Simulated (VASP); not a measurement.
# Cu (Fm-3m) in VASP: a series of runs, part 2 of 2

VASP 6.6.1. Earlier steps stand in the parts before.

**3. Single point, PBEsol**

This run uses another cell than the first one, of 11.18 Å³/atom, 1.017 times its volume.

Input file INCAR:

```
ALGO     = Normal         # electronic algorithm
EDIFF    = 1E-7           # SCF threshold, eV
ENCUT    = 520            # plane-wave cutoff, eV
GGA      = PS             # functional
ISIF     = 2              # what is computed and relaxed
ISMEAR   = 0              # smearing method
LASPH    = T              # aspherical terms in the spheres
LCHARG   = F              # write CHGCAR
LREAL    = F              # projectors in reciprocal space
LWAVE    = F              # write WAVECAR
NBANDS   = 12             # bands
NELM     = 60             # most SCF steps
PREC     = Accurate       # precision mode
SIGMA    = 0.1            # smearing width, eV
```

Input file KPOINTS:

```
k-points
0
Gamma
  20 20 20
```

Input file POSCAR:

```
Cu
1.0
    0.0000000000      1.7749698415      1.7749698415
    1.7749698415      0.0000000000      1.7749698415
    1.7749698415      1.7749698415      0.0000000000
Cu
1
Direct
    0.0000000000      0.0000000000      0.0000000000
```

Potentials or basis: VASP PAW PBE potentials, release 64 (Cu).

The run is started by

```bash
cat potpaw_PBE.64/Cu/POTCAR > POTCAR
mpirun -np 1 vasp_std > vasp.out
```

OUTCAR:

```text
EDIFF = 1E-7
   ENCUT = 520
   GGA = PS
   ISIF = 2
   ISMEAR = 0
   LASPH = T
   LREAL = F
   NELM = 60
   PREC = Accurate

 ion  position               nearest neighbor table
   1  0.000  0.000  0.000-

  LATTYP: Found a face centered cubic cell.
 ALAT       =     3.5499396830

  Lattice vectors:

 A1 = (   0.0000000000,   1.7749698415,   1.7749698415)
 A2 = (   1.7749698415,   0.0000000000,   1.7749698415)
 A3 = (   1.7749698415,   1.7749698415,   0.0000000000)

Analysis of symmetry for initial positions (statically):
=====================================================================
 Subroutine PRICEL returns:
 Original cell was already a primitive cell.

 Routine SETGRP: Setting up the symmetry group for a
 face centered cubic supercell.

 Subroutine GETGRP returns: Found 48 space group operations
 (whereof 48 operations were pure point group operations)
 out of a pool of 48 trial point group operations.

The static configuration has the point symmetry O_h .

Analysis of symmetry for dynamics (positions and initial velocities):
=====================================================================
 Subroutine PRICEL returns:
 Original cell was already a primitive cell.

 Routine SETGRP: Setting up the symmetry group for a
 face centered cubic supercell.

 Subroutine GETGRP returns: Found 48 space group operations
 (whereof 48 operations were pure point group operations)
 out of a pool of 48 trial point group operations.

The dynamic configuration has the point symmetry O_h .

 Subroutine INISYM returns: Found 48 space group operations
 (whereof 48 operations are pure point group operations),
 and found     1 'primitive' translations

----------------------------------------------------------------------------------------

                                     Primitive cell

  volume of cell :      11.1841

  direct lattice vectors                    reciprocal lattice vectors
     0.000000000  1.774969841  1.774969841    -0.281694927  0.281694927  0.281694927
     1.774969841  0.000000000  1.774969841     0.281694927 -0.281694927  0.281694927
     1.774969841  1.774969841  0.000000000     0.281694927  0.281694927 -0.281694927

  length of vectors
     2.510186423  2.510186423  2.510186423     0.487909926  0.487909926  0.487909926

  position of ions in fractional coordinates (direct lattice)
     0.000000000  0.000000000  0.000000000

  ion indices of the primitive-cell ions
   primitive index   ion index
                 1           1

----------------------------------------------------------------------------------------

 KPOINTS: k-points

Automatic generation of k-mesh.
 Grid dimensions read from file:
 generate k-points for:   20   20   20

 Generating k-lattice:

  Cartesian coordinates                     Fractional coordinates (reciprocal lattice)
    -0.014084746  0.014084746  0.014084746     0.050000000  0.000000000  0.000000000
     0.014084746 -0.014084746  0.014084746     0.000000000  0.050000000  0.000000000
     0.014084746  0.014084746 -0.014084746     0.000000000  0.000000000  0.050000000

  Length of vectors
     0.024395496  0.024395496  0.024395496

  Shift w.r.t. Gamma in fractional coordinates (k-lattice)
     0.000000000  0.000000000  0.000000000

 Subroutine IBZKPT returns following result:
 ===========================================

 Found    256 irreducible k-points:

 Following reciprocal coordinates:
            Coordinates               Weight
  0.000000  0.000000  0.000000      1.000000
  0.050000  0.000000  0.000000      8.000000
  0.100000  0.000000  0.000000      8.000000
  0.150000  0.000000  0.000000      8.000000
  0.200000  0.000000  0.000000      8.000000
  0.250000  0.000000  0.000000      8.000000
[... 16 lines left out ...]
 -0.400000  0.050000  0.000000     24.000000
 -0.350000  0.050000  0.000000     24.000000
 [... further k-points ...]
   k-points           NKPTS =    256   k-points in BZ     NKDIM =    256   number of bands    NBANDS=     12
   number of dos      NEDOS =    301   number of ions     NIONS =      1
   total plane-waves  NPLWV =   8000
   dimension x,y,z NGX =    20 NGY =   20 NGZ =   20
   dimension x,y,z NGXF=    40 NGYF=   40 NGZF=   40
   ions per type =               1
   NGX,Y,Z   is equivalent  to a cutoff of  13.25, 13.25, 13.25 a.u.
   NGXF,Y,Z  is equivalent  to a cutoff of  26.49, 26.49, 26.49 a.u.
 SYSTEM =  unknown system
   PREC   = accura    normal or accurate (medium, high low for compatibility)
   ISTART =      0    job   : 0-new  1-cont  2-samecut
   ICHARG =      2    charge: 1-file 2-atom 10-const
   ISPIN  =      1    spin polarized calculation?
   LNONCOLLINEAR =      F non collinear calculations
   LSORBIT =      F    spin-orbit coupling
   LASPH  =      T    aspherical Exc in radial PAW
   ENCUT  =  520.0 eV  38.22 Ry    6.18 a.u.   4.67  4.67  4.67*2*pi/ulx,y,z
   NELM   =     60;   NELMIN=  2; NELMDL= -5     # of ELM steps
   EDIFF  = 0.1E-06   stopping-criterion for ELM
   LREAL  =      F    real-space projection
   EDIFFG = 0.1E-05   stopping-criterion for IOM
   NSW    =      0    number of steps for IOM
   IBRION =     -1    ionic relax: 0-MD 1-quasi-New 2-CG
   NFREE  =      0    steps in history (QN), initial steepest desc. (CG)
   ISIF   =      2    stress and relaxation
   ISYM   =      2    0-nonsym 1-usesym 2-fastsym
   POTIM  = 0.5000    time-step for ionic-motion
   TEBEG  =    0.0;   TEEND  =   0.0 temperature during run
   PSTRESS=    0.0 pullay stress
   NELECT =      11.0000    total number of electrons
   NUPDOWN=      -1.0000    fix difference up-down
   EMIN   =  10.00;   EMAX   =-10.00  energy-range for DOS
   EFERMI =   0.00;   METHOD = LEGACY
   ISMEAR =     0;   SIGMA  =   0.10  broadening in eV -4-tet -1-fermi 0-gaus
   EFERMI_NEDOS =   21; number of points for ismear=-14 and -15
   IALGO  =     38    algorithm
   IMIX   =      4    mixing-type and parameters
     AMIX     =   0.40;   BMIX     =  1.00
     AMIX_MAG =   1.60;   BMIX_MAG =  1.00
  volume/ion in A,a.u.               =      11.18        75.47
  Fermi-wavevector in a.u.,A,eV,Ry     =   1.628064  3.076594 36.063489  2.650592
  Thomas-Fermi vector in A             =   2.720756
   LORBIT       =      0    0 simple, 1 ext, 2 COOP (PROOUT), +10 PAW based schemes
   GGA     = PS    functional components
   LHFCALC =     F    Hartree Fock is set to
   AEXX    =    0.0000 exact exchange contribution
   IVDW    =     0    specifies the selected vdW correction
   LEPSILON=     F    determine dielectric tensor
   LRPA    =     F    only Hartree local field effects (RPA)
 non-spin polarized calculation
 Gauss-broadening in eV      SIGMA  =   0.10
  energy-cutoff  :      520.00
  volume of cell :       11.18
 maximum number of plane-waves:       313
   NGX =  9   NGY =  9   NGZ =  9

 number of electron      11.0000012 magnetization

 Free energy of the ion-electron system (eV)
  ---------------------------------------------------
  ext. energy  EPLUGINS =         0.00000000
  ---------------------------------------------------
  free energy    TOTEN  =        -4.30848221 eV

  energy without entropy =       -4.30719806  energy(sigma->0) =       -4.30784014

 E-fermi :   8.0600     XC(G=0): -13.2289

 val. band max:        8.0063637847   @ k =   0.4500   0.3000   0.0000
 cond. band min:       8.0682670839   @ k =   0.5000   0.2500   0.1000
 fundamental gap:      0.0619032992
 Fermi energy:         8.0600174587

 k-point     1 :       0.0000    0.0000    0.0000
  band No.  band energies     occupation
      1      -1.7203      2.00000
      2       4.8947      2.00000
      3       4.8947      2.00000
      4       4.8947      2.00000
      5       5.8002      2.00000
      6       5.8002      2.00000
      7      31.1103      0.00000
      8      34.1523      0.00000
      9      34.1523      0.00000
     10      34.1523      0.00000
     11      36.6850      0.00000
     12      36.6850      0.00000

 k-point     2 :       0.0500    0.0000    0.0000
  band No.  band energies     occupation
      1      -1.6255      2.00000
      2       4.8732      2.00000
      3       4.9137      2.00000
      4       4.9137      2.00000
      5       5.7924      2.00000
      6       5.7924      2.00000
      7      30.6656      0.00000
      8      32.8351      0.00000
      9      33.8421      0.00000
     10      33.8421      0.00000
     11      37.1239      0.00000
     12      37.1239      0.00000
[... 316 lines left out ...]
 k-point    24 :      -0.3500    0.0500    0.0000
  band No.  band energies     occupation
      1       2.2143      2.00000
      2       4.9243      2.00000
      3       4.9685      2.00000
      4       5.0708      2.00000
      5       6.1399      2.00000
      6       6.4391      2.00000
      7      15.6767      0.00000
      8      28.4749      0.00000
      9      30.8589      0.00000
     10      32.1172      0.00000
     11      34.3077      0.00000
     12      36.1402      0.00000

 [... further k-points ...]
[... 5 lines left out ...]
  --------------------------------------------------------------------------------------
  -------------------------------------------------------------------------------------
  Total        0.1885585      0.1885585      0.1885585      0.0000000     -0.0000000      0.0000000
  in kB       27.0118202     27.0118202     27.0118202      0.0000000     -0.0000000      0.0000000
  external PRESSURE =      27.0118202 kB  Pullay stress =       0.0000000 kB

 VOLUME and BASIS-vectors are now :
 -----------------------------------------------------------------------------
  energy-cutoff  :      520.00
  volume of cell :       11.18
      direct lattice vectors                 reciprocal lattice vectors
     0.000000000  1.774969841  1.774969841    -0.281694927  0.281694927  0.281694927
     1.774969841  0.000000000  1.774969841     0.281694927 -0.281694927  0.281694927
     1.774969841  1.774969841  0.000000000     0.281694927  0.281694927 -0.281694927

 POSITION                                       TOTAL-FORCE (eV/Angst)
 -----------------------------------------------------------------------------------
      0.00000      0.00000      0.00000        -0.000000      0.000000      0.000000
 -----------------------------------------------------------------------------------
    total drift:                                0.000000      0.000000      0.000000

  FREE ENERGIE OF THE ION-ELECTRON SYSTEM (eV)
  ---------------------------------------------------
  free  energy   TOTEN  =        -4.3084822082 eV

  energy  without entropy=       -4.3071980632  energy(sigma->0) =       -4.30784014
```

It took 29 s on 1 thread of Intel Xeon Platinum 8488C (Sapphire Rapids), shared host; peak memory 0.15 GiB.

What came out:

```yaml
Free_energy: -4.3085 eV
Pressure: 2.7 GPa
```

Caveat: the PAW data sets were made with another functional, which shifts forces and pressure a little.

**4. Single point, PBEsol**

This run uses another cell than the first one, of 11.45 Å³/atom, 1.041 times its volume.

Input file INCAR:

```
  ALGO = Fast
  EDIFF = 1E-6
  ENCUT = 520
  GGA = PS
  ISIF = 2
  ISMEAR = 0
  LASPH = True
  LCHARG = False
  LREAL = False
  LWAVE = False
  NBANDS = 12
  NELM = 100
  PREC = Accurate
  SIGMA = 0.1
```

KPOINTS is that of step 3.

Input file POSCAR:

```
Cu
1.0
    0.0000000000      1.7890769957      1.7890769957
    1.7890769957      0.0000000000      1.7890769957
    1.7890769957      1.7890769957      0.0000000000
Cu
1
Direct
    0.0000000000      0.0000000000      0.0000000000
```

The run is started by

```bash
cat potpaw_PBE.64/Cu/POTCAR > POTCAR
mpirun -np 1 vasp_std > vasp.out
```

Wall time 26 s (1 thread of Intel Xeon Platinum 8488C (Sapphire Rapids), shared host); peak memory 0.15 GiB.

The run converged. Its results:

- Free energy: -4.3098 eV
- Pressure: -1.1 GPa

Levels at points of the mesh, in eV from the Fermi level:
| k point | band 2 | band 3 | band 4 | band 5 | band 6 | band 7 | band 8 | band 9 | band 10 | band 11 |
| --- | --- | --- | --- | --- | --- | --- | --- | --- | --- | --- |
| (0.00, 0.00, 0.00) | -3.08 | -3.08 | -3.08 | -2.21 | -2.21 | 22.87 | 25.72 | 25.72 | 25.72 | 28.22 |
| (0.50, 0.00, 0.00) | -3.12 | -3.12 | -1.62 | -1.62 | -1.09 | 3.93 | 21.34 | 22.53 | 22.53 | 25.51 |
| (0.50, 0.50, 0.00) | -4.55 | -1.63 | -1.47 | -1.47 | 1.47 | 7.35 | 13.31 | 13.31 | 17.91 | 20.79 |

Caveat: the PAW data sets were made with another functional, which shifts forces and pressure a little.

**5. Summary**

| cell | gap on the mesh (eV) | pressure (GPa) |
| --- | --- | --- |
| a = 2.496 Å, angles 60.0°, 1 atom | none | 5.8 |
| a = 2.510 Å, angles 60.0°, 1 atom | none | 2.7 |
| a = 2.530 Å, angles 60.0°, 1 atom | none | -1.1 |

Alike in all rows: task single point; level PBEsol; potentials or basis VASP PAW PBE potentials, release 64 (Cu); no spin polarisation; k mesh 20 × 20 × 20; cutoff (eV) 520; smearing gaussian 0.1 eV.

Caveats: the PAW data sets were made with another functional, which shifts forces and pressure a little.

Absolute energies hang on the potentials; compare differences alone.
